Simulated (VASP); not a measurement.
# Cr (P6_3/mmc) in VASP: further runs, part 2 of 2

VASP 6.6.1.

### 3 Single point, revPBE, collinear spin, antiferromagnetic start (11.60 Å³/atom)

This run uses another cell than the first one, of 11.60 Å³/atom.

Input file INCAR:

```
ALGO     = Normal         # electronic algorithm
EDIFF    = 1E-7           # SCF threshold, eV
ENCUT    = 520            # plane-wave cutoff, eV
GGA      = RE             # functional
ISIF     = 2              # what is computed and relaxed
ISMEAR   = -1             # smearing method
ISPIN    = 2              # spin polarisation
LASPH    = T              # aspherical terms in the spheres
LCHARG   = F              # write CHGCAR
LMAXMIX  = 4              # l up to which the mixer works
LORBIT   = 11             # projections on sites
LREAL    = F              # projectors in reciprocal space
LWAVE    = F              # write WAVECAR
MAGMOM   = 1.5 1.5 -1.5 -1.5 # initial moments
NBANDS   = 36             # bands
NELM     = 150            # most SCF steps
PREC     = Accurate       # precision mode
SIGMA    = 0.05           # smearing width, eV
```

Input file KPOINTS:

```
k-points
0
Gamma
  16 16 4
```

Input file POSCAR:

```
Cr
1.0
    2.4756268353      0.0000000000      0.0000000000
   -1.2378134176      2.1439557297      0.0000000000
    0.0000000000      0.0000000000      8.7420327099
Cr
4
Direct
    1.0000000000      1.0000000000      0.0000000000
    1.0000000000      1.0000000000      0.5000000000
    0.3333333333      0.6666666667      0.2500000000
    0.6666666667      0.3333333333      0.7500000000
```

Potentials or basis: VASP PAW PBE potentials, release 64 (Cr_pv).

Launch:

```console
$ cat potpaw_PBE.64/Cr_pv/POTCAR > POTCAR
$ mpirun -np 1 vasp_std > vasp.out
```

OUTCAR:

```text
EDIFF = 1E-7
   ENCUT = 520
   GGA = RE
   ISIF = 2
   ISMEAR = -1
   ISPIN = 2
   LASPH = T
   LORBIT = 11
   LREAL = F
   NELM = 150
   PREC = Accurate

 ion  position               nearest neighbor table
   1  0.000  0.000  0.000-   3 2.61   4 2.61   4 2.61   3 2.61   4 2.61   3 2.61
   2  0.000  0.000  0.500-   3 2.61   4 2.61   4 2.61   3 2.61   4 2.61   3 2.61
   3  0.333  0.667  0.250-   1 2.61   2 2.61   1 2.61   2 2.61   1 2.61   2 2.61
   4  0.667  0.333  0.750-   1 2.61   2 2.61   1 2.61   2 2.61   1 2.61   2 2.61

  LATTYP: Found a hexagonal cell.
 ALAT       =     2.4756268353
 C/A-ratio  =     3.5312400824

  Lattice vectors:

 A1 = (   2.4756268353,   0.0000000000,   0.0000000000)
 A2 = (  -1.2378134176,   2.1439557297,   0.0000000000)
 A3 = (   0.0000000000,   0.0000000000,   8.7420327099)
[... 2079 lines left out ...]
     35      14.9573      0.00000
     36      18.3179      0.00000

 [... further k-points ...]

------------------------ aborting loop because EDIFF is reached ----------------------------------------

  FORCE on cell =-STRESS in cart. coord.  units (eV):
  Direction    XX          YY          ZZ          XY          YZ          ZX
  --------------------------------------------------------------------------------------
  -------------------------------------------------------------------------------------
  Total        2.9389917      2.9389917      2.5274710      0.0000000      0.0000000     -0.0000000
  in kB      101.4835184    101.4835184     87.2736906      0.0000000      0.0000000     -0.0000000
  external PRESSURE =      96.7469091 kB  Pullay stress =       0.0000000 kB

 VOLUME and BASIS-vectors are now :
 -----------------------------------------------------------------------------
  energy-cutoff  :      520.00
  volume of cell :       46.40
      direct lattice vectors                 reciprocal lattice vectors
     2.475626835  0.000000000  0.000000000     0.403938100  0.233213771  0.000000000
    -1.237813418  2.143955730  0.000000000     0.000000000  0.466427541  0.000000000
     0.000000000  0.000000000  8.742032710     0.000000000  0.000000000  0.114389872

 POSITION                                       TOTAL-FORCE (eV/Angst)
 -----------------------------------------------------------------------------------
      0.00000      0.00000      0.00000         0.000000      0.000000     -0.000000
      0.00000      0.00000      4.37102         0.000000      0.000000     -0.000000
     -0.00000      1.42930      2.18551        -0.000000      0.000000     -0.000000
      1.23781      0.71465      6.55652         0.000000     -0.000000      0.000000
 -----------------------------------------------------------------------------------
    total drift:                                0.000000     -0.000000      0.000000

  FREE ENERGIE OF THE ION-ELECTRON SYSTEM (eV)
  ---------------------------------------------------
  free  energy   TOTEN  =       -34.8273679149 eV

  energy  without entropy=      -34.7760364046  energy(sigma->0) =      -34.80170216

 total charge

# of ion       s       p       d       tot
------------------------------------------
    1        0.462   6.386   4.234  11.083
    2        0.462   6.386   4.234  11.083
    3        0.463   6.389   4.227  11.079
    4        0.463   6.389   4.227  11.079
--------------------------------------------------
tot          1.850  25.550  16.923  44.322

 magnetization (x)

# of ion       s       p       d       tot
------------------------------------------
    1       -0.000  -0.000  -0.000  -0.000
    2       -0.000  -0.000  -0.000  -0.000
    3       -0.000   0.000   0.000   0.000
    4       -0.000   0.000   0.000   0.000
--------------------------------------------------
tot         -0.000   0.000   0.000   0.000
```

stdout:

```text
POSCAR found type information on POSCAR Cr
 POSCAR found :  1 types and       4 ions
 scaLAPACK will be used
 -----------------------------------------------------------------------------
|                                                                             |
|                                                                             |
|     You enforced a specific xc type in the INCAR file but a different       |
|     I HOPE YOU KNOW WHAT YOU ARE DOING!                                     |
|                                                                             |
 -----------------------------------------------------------------------------

 LDA part: xc-table for (Slater+PW92), standard interpolation
 POSCAR, INCAR and KPOINTS ok, starting setup
 FFT: planning ... GRIDC
 FFT: planning ... GRID_SOFT
 FFT: planning ... GRID
 WAVECAR not read
 entering main loop
```

It took 2.6 min on 1 thread of Intel Xeon 6975P-C (Granite Rapids), shared host; peak memory 0.31 GiB.

What came out:

* Free energy: -34.8274 eV
* Pressure: 9.7 GPa
* Band gap on the k mesh: zero (filled and empty bands overlap)
* Net moment: 0.00 μB per cell
* Valence electrons inside the program's atomic spheres: Cr 11.08

Caveat: the cell stands under pressure; the moments typed at the start vanished in this run; the PAW data sets were made with another functional, which shifts forces and pressure a little.

### 4 Single point, revPBE, collinear spin, antiferromagnetic start

This run uses another cell than the first one, of 12.08 Å³/atom.

Input file INCAR:

```
SYSTEM = Cr
ALGO = Normal
EDIFF = 1E-6
ENCUT = 500
GGA = RE
GGA_COMPAT = .False.
ISIF = 2
ISMEAR = -1
ISPIN = 2
LASPH = .True.
LCHARG = .False.
LMAXMIX = 4
LORBIT = 11
LREAL = .False.
LWAVE = .False.
MAGMOM = 1.5 1.5 -1.5 -1.5
NBANDS = 36
NELM = 200
PREC = Accurate
SIGMA = 0.05
```

Input file KPOINTS:

```
k-points
0
Gamma
  19 19 5
  0 0 0
```

Input file POSCAR:

```
Cr
1.0
    2.5095437463      0.0000000000      0.0000000000
   -1.2547718732      2.1733286362      0.0000000000
    0.0000000000      0.0000000000      8.8618014656
Cr
4
Direct
    1.0000000000      1.0000000000      0.0000000000
    1.0000000000      1.0000000000      0.5000000000
    0.3333333333      0.6666666667      0.2500000000
    0.6666666667      0.3333333333      0.7500000000
```

Launch:

```console
$ cat potpaw_PBE.64/Cr_pv/POTCAR > POTCAR
$ mpirun -np 1 vasp_std > vasp.out
```

Run time: 4.5 min. Hardware: 1 thread of AMD EPYC 9R45 (Zen 5), shared host; peak memory 0.32 GiB.

Results (log left out):

* Free energy: -34.8823 eV
* Pressure: -0.5 GPa
* Band gap on the k mesh: zero (filled and empty bands overlap)
* Net moment: 0.00 μB per cell
* Valence electrons inside the program's atomic spheres: Cr 10.99

Stress tensor (GPa, compression positive):
```
-0.50  0.00  0.00
 0.00 -0.50  0.00
 0.00  0.00 -0.42
```

Levels at points of the mesh, in eV from the Fermi level:
Spin up:
```csv
k point,band 22,band 23,band 24,band 25,band 26,band 27
"(0.00, 0.00, 0.00)",-0.34,-0.34,-0.19,-0.19,-0.14,-0.08
```
Spin down:
```csv
k point,band 21,band 22,band 23,band 24,band 25,band 26,band 27,band 28
"(0.00, 0.00, 0.00)",-0.43,-0.34,-0.34,-0.19,-0.19,-0.14,-0.08,-0.08
```

Caveat: the moments typed at the start vanished in this run; the PAW data sets were made with another functional, which shifts forces and pressure a little.

### 5 Single point, revPBE, collinear spin, antiferromagnetic start (12.57 Å³/atom)

This run uses another cell than the first one, of 12.57 Å³/atom.

Input file INCAR:

```
SYSTEM = Cr
PREC = Accurate
ENCUT = 500
EDIFF = 1E-6
ISMEAR = -1
SIGMA = 0.05
LREAL = .FALSE.
LASPH = .TRUE.
NELM = 200
ALGO = Normal
ISIF = 2
LWAVE = .FALSE.
LCHARG = .FALSE.
ISPIN = 2
MAGMOM = 1.5 1.5 -1.5 -1.5
LORBIT = 11
LMAXMIX = 4
GGA = RE
NBANDS = 36
GGA_COMPAT = .FALSE.
```

Input file KPOINTS:

```
regular mesh
0
G
  16 16 4
  0 0 0
```

Input file POSCAR:

```
Cr
1.0
    2.5425678459      0.0000000000      0.0000000000
   -1.2712839229      2.2019283454      0.0000000000
    0.0000000000      0.0000000000      8.9784174896
Cr
4
Direct
    1.0000000000      1.0000000000      0.0000000000
    1.0000000000      1.0000000000      0.5000000000
    0.3333333333      0.6666666667      0.2500000000
    0.6666666667      0.3333333333      0.7500000000
```

Potentials or basis: VASP PAW PBE potentials, release 64 (Cr_pv).

Launch:

```console
$ cat potpaw_PBE.64/Cr_pv/POTCAR > POTCAR
$ mpirun -np 1 vasp_std > vasp.out
```

OUTCAR:

```text
SYSTEM = Cr
   PREC = Accurate
   ENCUT = 500
   EDIFF = 1E-6
   ISMEAR = -1
   LREAL = .FALSE.
   LASPH = .TRUE.
   NELM = 200
   ISIF = 2
   ISPIN = 2
   LORBIT = 11
   GGA = RE

 ion  position               nearest neighbor table
   1  0.000  0.000  0.000-   3 2.68   4 2.68   3 2.68   4 2.68   4 2.68   3 2.68
   2  0.000  0.000  0.500-   3 2.68   4 2.68   3 2.68   4 2.68   4 2.68   3 2.68
   3  0.333  0.667  0.250-   1 2.68   2 2.68   1 2.68   2 2.68   1 2.68   2 2.68
   4  0.667  0.333  0.750-   1 2.68   2 2.68   1 2.68   2 2.68   1 2.68   2 2.68

  LATTYP: Found a hexagonal cell.
 ALAT       =     2.5425678459
 C/A-ratio  =     3.5312400824

  Lattice vectors:

 A1 = (   2.5425678459,   0.0000000000,   0.0000000000)
 A2 = (  -1.2712839229,   2.2019283454,   0.0000000000)
 A3 = (   0.0000000000,   0.0000000000,   8.9784174896)

Analysis of symmetry for initial positions (statically):
=====================================================================
 Subroutine PRICEL returns:
 Original cell was already a primitive cell.

 Routine SETGRP: Setting up the symmetry group for a
 hexagonal supercell.
[... 2081 lines left out ...]
  --------------------------------------------------------------------------------------
  -------------------------------------------------------------------------------------
  Total       -2.7800192     -2.7800192     -2.5857883     -0.0000000      0.0000000     -0.0000000
  in kB      -88.6100222    -88.6100222    -82.4191301     -0.0000000      0.0000000     -0.0000000
  external PRESSURE =     -86.5463915 kB  Pullay stress =       0.0000000 kB

 VOLUME and BASIS-vectors are now :
 -----------------------------------------------------------------------------
  energy-cutoff  :      500.00
  volume of cell :       50.27
      direct lattice vectors                 reciprocal lattice vectors
     2.542567846  0.000000000  0.000000000     0.393303172  0.227073692  0.000000000
    -1.271283923  2.201928345  0.000000000     0.000000000  0.454147385  0.000000000
     0.000000000  0.000000000  8.978417490     0.000000000  0.000000000  0.111378202

 POSITION                                       TOTAL-FORCE (eV/Angst)
 -----------------------------------------------------------------------------------
      0.00000      0.00000      0.00000        -0.000000      0.000000      0.000000
      0.00000      0.00000      4.48921        -0.000000      0.000000      0.000000
     -0.00000      1.46795      2.24460        -0.000000      0.000000     -0.000000
      1.27128      0.73398      6.73381         0.000000     -0.000000     -0.000000
 -----------------------------------------------------------------------------------
    total drift:                                0.000000     -0.000000      0.000000

  FREE ENERGIE OF THE ION-ELECTRON SYSTEM (eV)
  ---------------------------------------------------
  free  energy   TOTEN  =       -34.8274298570 eV

  energy  without entropy=      -34.7711173515  energy(sigma->0) =      -34.79927360

 total charge

# of ion       s       p       d       tot
------------------------------------------
    1        0.433   6.342   4.144  10.918
    2        0.433   6.342   4.144  10.918
    3        0.433   6.344   4.137  10.914
    4        0.433   6.344   4.137  10.914
--------------------------------------------------
tot          1.731  25.370  16.562  43.664

 magnetization (x)

# of ion       s       p       d       tot
------------------------------------------
    1       -0.000   0.000   0.000   0.000
    2       -0.000   0.000   0.000   0.000
    3       -0.000   0.000   0.000   0.000
    4       -0.000   0.000   0.000   0.000
--------------------------------------------------
tot         -0.000   0.000   0.001   0.001
```

stdout:

```text
POSCAR found type information on POSCAR Cr
 POSCAR found :  1 types and       4 ions
 scaLAPACK will be used
 -----------------------------------------------------------------------------
|                                                                             |
|                                                                             |
|     You enforced a specific xc type in the INCAR file but a different       |
|     I HOPE YOU KNOW WHAT YOU ARE DOING!                                     |
|                                                                             |
 -----------------------------------------------------------------------------

 LDA part: xc-table for (Slater+PW92), standard interpolation
 POSCAR, INCAR and KPOINTS ok, starting setup
 FFT: planning ... GRIDC
 FFT: planning ... GRID_SOFT
 FFT: planning ... GRID
 WAVECAR not read
 entering main loop
```

Wall time 11 min (1 thread of Oxide Virtual Turin-like, shared host); peak memory 0.29 GiB.

Results:

* Free energy: -34.8274 eV
* Pressure: -8.7 GPa
* Band gap on the k mesh: zero (filled and empty bands overlap)
* Net moment: 0.00 μB per cell
* Valence electrons inside the program's atomic spheres: Cr 10.92, 10.91 (each value once)

Stress tensor (GPa, compression positive):
```
-8.86  0.00  0.00
 0.00 -8.86  0.00
 0.00  0.00 -8.24
```

Levels at points of the mesh, in eV from the Fermi level:
Spin up:
| k point | band 21 | band 22 | band 23 | band 24 | band 25 | band 26 | band 27 | band 28 |
| --- | --- | --- | --- | --- | --- | --- | --- | --- |
| (0.00, 0.00, 0.00) | -0.39 | -0.31 | -0.31 | -0.18 | -0.16 | -0.16 | -0.07 | -0.07 |
| (0.50, 0.00, 0.00) | -0.72 | -0.30 | -0.17 | 0.86 | 0.86 | 1.60 | 2.12 | 2.15 |
| (0.00, 0.00, 0.50) | -0.33 | -0.33 | -0.33 | -0.33 | -0.16 | -0.16 | -0.16 | -0.16 |
| (0.50, 0.00, 0.50) | 0.07 | 0.07 | 0.11 | 0.11 | 0.58 | 0.58 | 1.74 | 1.74 |
Spin down:
```csv
k point,band 20,band 21,band 22,band 23,band 24,band 25,band 26,band 27,band 28,band 29
"(0.00, 0.00, 0.00)",-0.39,-0.39,-0.31,-0.31,-0.18,-0.16,-0.16,-0.07,-0.07,1.07
"(0.50, 0.00, 0.00)",-1.34,-0.72,-0.30,-0.17,0.86,0.86,1.60,2.12,2.15,2.37
"(0.00, 0.00, 0.50)",-1.00,-0.33,-0.33,-0.33,-0.33,-0.16,-0.16,-0.16,-0.16,1.23
"(0.50, 0.00, 0.50)",-1.46,0.07,0.07,0.11,0.11,0.58,0.58,1.74,1.74,2.58
```

Caveat: the cell stands under tension; the moments typed at the start vanished in this run; the PAW data sets were made with another functional, which shifts forces and pressure a little.
